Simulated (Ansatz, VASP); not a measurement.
Sn in VASP and in Ansatz

```
Sn
1.0
     0.00000    3.11578    3.50525
     3.11578    0.00000    3.50525
     3.11578    3.11578    0.00000
Sn
2
Direct
  0.50000 0.50000 0.50000
  0.75000 0.75000 0.75000
```

Change from the starting cell: strain -0.040 along x and y, +0.080 along z, atoms carried along.

Alike in both runs: task single point; functional PBEsol; k mesh 12 × 12 × 12; occupations gaussian, width 0.15 eV; no spin polarisation.

```csv
,VASP,Ansatz
version,VASP 6.6.1,Ansatz 0.2.0
potentials or method,"VASP PAW PBE potentials, release 64 (Sn_d), cutoff 520 eV","scalar-relativistic, plane waves, PAW"
valence electrons in the cell,28,28
```

```tsv
	VASP	Ansatz	Ansatz less VASP
gap on the k mesh at the Fermi level (eV)	none	none	-
pressure (GPa)	1.1	1.1	+0.07
traceless stress, the component that is largest in VASP (GPa)	-2.80	-2.80	+0.002
```

VASP's potentials were made for PBE, not for PBEsol. A gap of «none» marks a metal or a gap that the smearing closes.
